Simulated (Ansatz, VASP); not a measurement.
# Two plane-wave programs on Hf

File INCAR:

```
PREC = Accurate
ENCUT = 520
EDIFF = 1E-6
ISMEAR = 0
SIGMA = 0.1
LREAL = F
LASPH = T
NELM = 80
ALGO = Fast
ISIF = 2
LWAVE = F
LCHARG = T
GGA = PE
LELF = T
LVHAR = T
NBANDS = 22
```

Contents of KPOINTS:

```
Automatic mesh
0
Gamma
  6 6 2
```

Contents of POSCAR:

```
Hf
1.0
    3.1850790300      0.0000000000      0.0000000000
   -1.5925395100      2.7583593500      0.0000000000
    0.0000000000      0.0000000000      7.6259434200
Hf
3
Direct
    0.0000000000      0.0000000000      0.0000000000
    0.6666666700      0.3333333300      0.6860385200
    0.3333333300      0.6666666700      0.3139614800
```

Input for Ansatz:

```yaml
crystal:
  lattice:
    - [3.18507903, 0.0, 0.0]
    - [-1.59253951, 2.75835935, 0.0]
    - [0.0, 0.0, 7.62594342]
  atoms:
    - { symbol: Hf, position: [0.0, 0.0, 0.0] }
    - { symbol: Hf, position: [0.66666667, 0.33333333, 0.68603852] }
    - { symbol: Hf, position: [0.33333333, 0.66666667, 0.31396148] }
basis:
  ecutwfc: 420
kpoints:
  mp_grid: { grid: [6, 6, 2] }
hamiltonian:
  xc: pbe
scf:
  occupations: { method: gaussian, width: 0.1 }
  lower_state_search: "off"
output:
  forces: true
  stress: true
  eigenvalues: true
```

Alike in both runs: task single point; functional PBE; k mesh 6 × 6 × 2; occupations gaussian, width 0.1 eV; no spin polarisation.

|  | VASP | Ansatz |
| --- | --- | --- |
| version | VASP 6.6.1 | Ansatz 0.2.0 |
| potentials or method | VASP PAW PBE potentials, release 64 (Hf_pv), cutoff 520 eV | scalar-relativistic, plane waves, PAW |
| valence electrons in the cell | 30 | 78 |

VASP gave:

| Item | Value |
| --- | --- |
| gap on the k mesh at the Fermi level (eV) | none |
| pressure (GPa) | 1.8 |
| traceless stress, the component that is largest in VASP (GPa) | 3.50 |
| rms of the force components (eV/Å) | 0.493 |

Task: Which values does Ansatz return?

Result: gap on the k mesh at the Fermi level (eV): none; pressure (GPa): 2.3; traceless stress, the component that is largest in VASP (GPa): 3.50; rms of the force components (eV/Å): 0.504.

Atom by atom the forces differ by 0.011 eV/Å (rms over components). A gap of «none» marks a metal or a gap that the smearing closes. VASP's potentials hold 30 valence electrons a cell and Ansatz's 78, so a difference there can come from the potentials and not from the codes.

The k mesh is coarse, so the values compare programs but aren't converged. Neither program's run includes spin-orbit coupling.
